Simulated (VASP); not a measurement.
# Rb (Fd-3m) in VASP: a series of runs

The runs below take Rb through single point, with PBE.

Program: VASP 6.6.1. These are calculated values, not measurements. Logs are shortened: lines on timing, memory, paths and dates and some standing lists are left out, and cuts for length are marked.

## 1. The cell of the first run

Symmetry: Fd-3m, No. 227, cubic system. Conventional cell: a = 9.470 Å, b = 9.470 Å, c = 9.470 Å, α = 90.00°, β = 90.00°, γ = 90.00°. Rb (site symmetry -43m) has 4 Rb at 4.10 Å within 5.4 Å.

This isn't the form of Rb at room conditions, which is bcc.

## 2. Single point, PBE

File INCAR:

```
SYSTEM = Rb
PREC = Accurate
ENCUT = 520
EDIFF = 1E-7
ISMEAR = -1
SIGMA = 0.08
LREAL = .FALSE.
LASPH = .TRUE.
NELM = 60
ALGO = Normal
ISIF = 2
LWAVE = .FALSE.
LCHARG = .FALSE.
GGA = PE
NBANDS = 16
```

File KPOINTS:

```
regular mesh
0
G
  7 7 7
  0 0 0
```

File POSCAR:

```
Rb
1.0
    0.0000000000      4.7348632704      4.7348632704
    4.7348632704      0.0000000000      4.7348632704
    4.7348632704      4.7348632704      0.0000000000
Rb
2
Direct
   -0.1250000000     -0.1250000000     -0.1250000000
    0.1250000000      0.1250000000      0.1250000000
```

Potentials or basis: VASP PAW PBE potentials, release 64 (Rb_sv).

Run with:

```console
$ cat potpaw_PBE.64/Rb_sv/POTCAR > POTCAR
$ mpirun -np 1 vasp_std > vasp.out
```

OUTCAR:

```text
SYSTEM = Rb
   PREC = Accurate
   ENCUT = 520
   EDIFF = 1E-7
   ISMEAR = -1
   LREAL = .FALSE.
   LASPH = .TRUE.
   NELM = 60
   ISIF = 2
   GGA = PE

 ion  position               nearest neighbor table
   1  0.875  0.875  0.875-   2 4.10   2 4.10   2 4.10   2 4.10
   2  0.125  0.125  0.125-   1 4.10   1 4.10   1 4.10   1 4.10

  LATTYP: Found a face centered cubic cell.
 ALAT       =     9.4697265408

  Lattice vectors:

 A1 = (   0.0000000000,   4.7348632704,   4.7348632704)
 A2 = (   4.7348632704,   0.0000000000,   4.7348632704)
 A3 = (   4.7348632704,   4.7348632704,   0.0000000000)

Analysis of symmetry for initial positions (statically):
=====================================================================
 Subroutine PRICEL returns:
 Original cell was already a primitive cell.

 Routine SETGRP: Setting up the symmetry group for a
 face centered cubic supercell.

 Subroutine GETGRP returns: Found 48 space group operations
 (whereof 12 operations were pure point group operations)
 out of a pool of 48 trial point group operations.

The static configuration has the point symmetry D_3d.
 The point group associated with its full space group is O_h .

Analysis of symmetry for dynamics (positions and initial velocities):
=====================================================================
 Subroutine PRICEL returns:
 Original cell was already a primitive cell.

 Routine SETGRP: Setting up the symmetry group for a
 face centered cubic supercell.

 Subroutine GETGRP returns: Found 48 space group operations
 (whereof 12 operations were pure point group operations)
 out of a pool of 48 trial point group operations.

The dynamic configuration has the point symmetry D_3d.
 The point group associated with its full space group is O_h .

 Subroutine INISYM returns: Found 48 space group operations
 (whereof 12 operations are pure point group operations),
 and found     1 'primitive' translations

----------------------------------------------------------------------------------------

                                     Primitive cell

  volume of cell :     212.3011

  direct lattice vectors                    reciprocal lattice vectors
     0.000000000  4.734863270  4.734863270    -0.105599670  0.105599670  0.105599670
     4.734863270  0.000000000  4.734863270     0.105599670 -0.105599670  0.105599670
     4.734863270  4.734863270  0.000000000     0.105599670  0.105599670 -0.105599670

  length of vectors
     6.696107853  6.696107853  6.696107853     0.182903994  0.182903994  0.182903994

  position of ions in fractional coordinates (direct lattice)
     0.875000000  0.875000000  0.875000000
     0.125000000  0.125000000  0.125000000

  ion indices of the primitive-cell ions
   primitive index   ion index
                 1           1
                 2           2

----------------------------------------------------------------------------------------

 KPOINTS: regular mesh

Automatic generation of k-mesh.
 Grid dimensions read from file:
 generate k-points for:    7    7    7

 Generating k-lattice:

  Cartesian coordinates                     Fractional coordinates (reciprocal lattice)
    -0.015085667  0.015085667  0.015085667     0.142857143  0.000000000  0.000000000
     0.015085667 -0.015085667  0.015085667     0.000000000  0.142857143  0.000000000
     0.015085667  0.015085667 -0.015085667     0.000000000  0.000000000  0.142857143

  Length of vectors
     0.026129142  0.026129142  0.026129142

  Shift w.r.t. Gamma in fractional coordinates (k-lattice)
     0.000000000  0.000000000  0.000000000

 Subroutine IBZKPT returns following result:
 ===========================================

 Found     20 irreducible k-points:

 Following reciprocal coordinates:
            Coordinates               Weight
  0.000000  0.000000  0.000000      1.000000
  0.142857  0.000000  0.000000      8.000000
  0.285714  0.000000  0.000000      8.000000
  0.428571  0.000000  0.000000      8.000000
  0.142857  0.142857  0.000000      6.000000
  0.285714  0.142857  0.000000     24.000000
[... 12 lines left out ...]
 -0.428571  0.428571  0.142857     24.000000
 -0.285714  0.428571  0.142857     24.000000
   k-points           NKPTS =     20   k-points in BZ     NKDIM =     20   number of bands    NBANDS=     16
   number of dos      NEDOS =    301   number of ions     NIONS =      2
   total plane-waves  NPLWV = 125000
   dimension x,y,z NGX =    50 NGY =   50 NGZ =   50
   dimension x,y,z NGXF=   100 NGYF=  100 NGZF=  100
   ions per type =               2
   NGX,Y,Z   is equivalent  to a cutoff of  12.41, 12.41, 12.41 a.u.
   NGXF,Y,Z  is equivalent  to a cutoff of  24.83, 24.83, 24.83 a.u.
 SYSTEM =  Rb
   PREC   = accura    normal or accurate (medium, high low for compatibility)
   ISTART =      0    job   : 0-new  1-cont  2-samecut
   ICHARG =      2    charge: 1-file 2-atom 10-const
   ISPIN  =      1    spin polarized calculation?
   LNONCOLLINEAR =      F non collinear calculations
   LSORBIT =      F    spin-orbit coupling
   LASPH  =      T    aspherical Exc in radial PAW
   ENCUT  =  520.0 eV  38.22 Ry    6.18 a.u.  12.45 12.45 12.45*2*pi/ulx,y,z
   NELM   =     60;   NELMIN=  2; NELMDL= -5     # of ELM steps
   EDIFF  = 0.1E-06   stopping-criterion for ELM
   LREAL  =      F    real-space projection
   EDIFFG = 0.1E-05   stopping-criterion for IOM
   NSW    =      0    number of steps for IOM
   IBRION =     -1    ionic relax: 0-MD 1-quasi-New 2-CG
   NFREE  =      0    steps in history (QN), initial steepest desc. (CG)
   ISIF   =      2    stress and relaxation
   ISYM   =      2    0-nonsym 1-usesym 2-fastsym
   POTIM  = 0.5000    time-step for ionic-motion
   TEBEG  =    0.0;   TEEND  =   0.0 temperature during run
   PSTRESS=    0.0 pullay stress
   NELECT =      18.0000    total number of electrons
   NUPDOWN=      -1.0000    fix difference up-down
   EMIN   =  10.00;   EMAX   =-10.00  energy-range for DOS
   EFERMI =   0.00;   METHOD = LEGACY
   ISMEAR =    -1;   SIGMA  =   0.08  broadening in eV -4-tet -1-fermi 0-gaus
   EFERMI_NEDOS =   21; number of points for ismear=-14 and -15
   IALGO  =     38    algorithm
   IMIX   =      4    mixing-type and parameters
     AMIX     =   0.40;   BMIX     =  1.00
     AMIX_MAG =   1.60;   BMIX_MAG =  1.00
  volume/ion in A,a.u.               =     106.15       716.34
  Fermi-wavevector in a.u.,A,eV,Ry     =   0.719198  1.359086  7.037548  0.517245
  Thomas-Fermi vector in A             =   1.808331
   LORBIT       =      0    0 simple, 1 ext, 2 COOP (PROOUT), +10 PAW based schemes
   GGA     = PE    functional components
   LHFCALC =     F    Hartree Fock is set to
   AEXX    =    0.0000 exact exchange contribution
   IVDW    =     0    specifies the selected vdW correction
   LEPSILON=     F    determine dielectric tensor
   LRPA    =     F    only Hartree local field effects (RPA)
 non-spin polarized calculation
  energy-cutoff  :      520.00
  volume of cell :      212.30
 maximum number of plane-waves:      5769
 NGX is ok and might be reduce to    50
   NGX = 25   NGY = 25   NGZ = 25

 number of electron      18.0000000 magnetization

 Free energy of the ion-electron system (eV)
  ---------------------------------------------------
  ext. energy  EPLUGINS =         0.00000000
  ---------------------------------------------------
  free energy    TOTEN  =        -1.28964863 eV

  energy without entropy =       -1.25297309  energy(sigma->0) =       -1.27131086

 E-fermi :  -0.1910     XC(G=0):  -5.0450

 val. band max:       -0.2289015902   @ k =  -0.4286   0.1429   0.0000
 cond. band min:      -0.1551109896   @ k =  -0.2857   0.4286   0.1429
 fundamental gap:      0.0737906006
 Fermi energy:        -0.1910172694

 k-point     1 :       0.0000    0.0000    0.0000
  band No.  band energies     occupation
      1     -29.6058      2.00000
      2     -29.5668      2.00000
      3     -13.7614      2.00000
      4     -13.7614      2.00000
      5     -13.7614      2.00000
      6     -13.5940      2.00000
[... 8 lines left out ...]
     15       2.3521      0.00000
     16       2.3521      0.00000

 k-point     2 :       0.1429    0.0000    0.0000
  band No.  band energies     occupation
      1     -29.6044      2.00000
      2     -29.5683      2.00000
      3     -13.7653      2.00000
      4     -13.7653      2.00000
      5     -13.7612      2.00000
      6     -13.5953      2.00000
[... 8 lines left out ...]
     15       2.1992      0.00000
     16       2.4200      0.00000

 k-point     3 :       0.2857    0.0000    0.0000
  band No.  band energies     occupation
      1     -29.6007      2.00000
      2     -29.5720      2.00000
      3     -13.7735      2.00000
      4     -13.7735      2.00000
      5     -13.7609      2.00000
      6     -13.5980      2.00000
[... 8 lines left out ...]
     15       2.3837      0.00000
     16       2.5657      0.00000

 k-point     4 :       0.4286    0.0000    0.0000
  band No.  band energies     occupation
      1     -29.5968      2.00000
      2     -29.5759      2.00000
      3     -13.7796      2.00000
      4     -13.7796      2.00000
      5     -13.7609      2.00000
      6     -13.5999      2.00000
[... 8 lines left out ...]
     15       2.4661      0.00000
     16       2.7475      0.00000
[... 248 lines left out ...]
 k-point    18 :      -0.4286    0.2857    0.1429
  band No.  band energies     occupation
      1     -29.5932      2.00000
      2     -29.5795      2.00000
      3     -13.7991      2.00000
      4     -13.7888      2.00000
      5     -13.7225      2.00000
      6     -13.6374      2.00000
[... 8 lines left out ...]
     15       2.5094      0.00000
     16       2.7187      0.00000

 k-point    19 :      -0.4286    0.4286    0.1429
  band No.  band energies     occupation
      1     -29.5903      2.00000
      2     -29.5824      2.00000
      3     -13.8001      2.00000
      4     -13.7970      2.00000
      5     -13.7000      2.00000
      6     -13.6609      2.00000
[... 8 lines left out ...]
     15       2.6373      0.00000
     16       2.7349      0.00000

 k-point    20 :      -0.2857    0.4286    0.1429
  band No.  band energies     occupation
      1     -29.5891      2.00000
      2     -29.5836      2.00000
      3     -13.8028      2.00000
      4     -13.7957      2.00000
      5     -13.6982      2.00000
      6     -13.6622      2.00000
[... 8 lines left out ...]
     15       2.5517      0.00000
     16       2.6382      0.00000

------------------------ aborting loop because EDIFF is reached ----------------------------------------

  FORCE on cell =-STRESS in cart. coord.  units (eV):
  Direction    XX          YY          ZZ          XY          YZ          ZX
  --------------------------------------------------------------------------------------
  -------------------------------------------------------------------------------------
  Total        0.5679650      0.5679650      0.5679650     -0.0000000     -0.0000000     -0.0000000
  in kB        4.2862733      4.2862733      4.2862733     -0.0000000     -0.0000000     -0.0000000
  external PRESSURE =       4.2862733 kB  Pullay stress =       0.0000000 kB

 VOLUME and BASIS-vectors are now :
 -----------------------------------------------------------------------------
  energy-cutoff  :      520.00
  volume of cell :      212.30
      direct lattice vectors                 reciprocal lattice vectors
     0.000000000  4.734863270  4.734863270    -0.105599670  0.105599670  0.105599670
     4.734863270  0.000000000  4.734863270     0.105599670 -0.105599670  0.105599670
     4.734863270  4.734863270  0.000000000     0.105599670  0.105599670 -0.105599670

 POSITION                                       TOTAL-FORCE (eV/Angst)
 -----------------------------------------------------------------------------------
      8.28601      8.28601      8.28601        -0.000000     -0.000000     -0.000000
      1.18372      1.18372      1.18372         0.000000      0.000000      0.000000
 -----------------------------------------------------------------------------------
    total drift:                                0.000000      0.000000     -0.000000

  FREE ENERGIE OF THE ION-ELECTRON SYSTEM (eV)
  ---------------------------------------------------
  free  energy   TOTEN  =        -1.2896486253 eV

  energy  without entropy=       -1.2529730900  energy(sigma->0) =       -1.27131086
```

Wall time 28 s (1 thread of Intel Xeon 6975P-C (Granite Rapids), shared host); peak memory 0.34 GiB.

Results:

```yaml
Free_energy: -1.2896 eV
Pressure: 0.4 GPa
Band_gap_on_the_k_mesh: zero (bands 9 and 10 overlap by 0.12 eV)
```

Levels at points of the mesh, in eV from the Fermi level:
```csv
k point,band 5,band 6,band 7,band 8,band 9,band 10,band 11,band 12,band 13,band 14
"(0.00, 0.00, 0.00)",-13.57,-13.40,-13.40,-13.40,-1.85,2.18,2.18,2.18,2.19,2.19
```

## 3. Single point, PBE

File INCAR:

```
  PREC = Accurate
  ENCUT = 520
  EDIFF = 1E-6
  ISMEAR = -1
  SIGMA = 0.08
  LREAL = False
  LASPH = True
  NELM = 60
  ALGO = Normal
  ISIF = 2
  LWAVE = False
  LCHARG = False
  GGA = PE
  NBANDS = 16
```

File KPOINTS:

```
regular mesh
0
Gamma
  7 7 7
```

POSCAR is that of step 2.

Potentials or basis: VASP PAW PBE potentials, release 64 (Rb_sv).

Run with:

```console
$ cat potpaw_PBE.64/Rb_sv/POTCAR > POTCAR
$ mpirun -np 1 vasp_std > vasp.out
```

Run time: 30 s. Hardware: 1 thread of Intel Xeon 6975P-C (Granite Rapids), shared host; peak memory 0.34 GiB.

The run converged. Its results:

```
Free energy            : -1.2896 eV
Pressure               : 0.4 GPa
Band gap on the k mesh : zero (bands 9 and 10 overlap by 0.12 eV)
```

Levels at points of the mesh, in eV from the Fermi level:
| k point | band 5 | band 6 | band 7 | band 8 | band 9 | band 10 | band 11 | band 12 | band 13 | band 14 |
| --- | --- | --- | --- | --- | --- | --- | --- | --- | --- | --- |
| (0.00, 0.00, 0.00) | -13.57 | -13.40 | -13.40 | -13.40 | -1.85 | 2.18 | 2.18 | 2.18 | 2.19 | 2.19 |
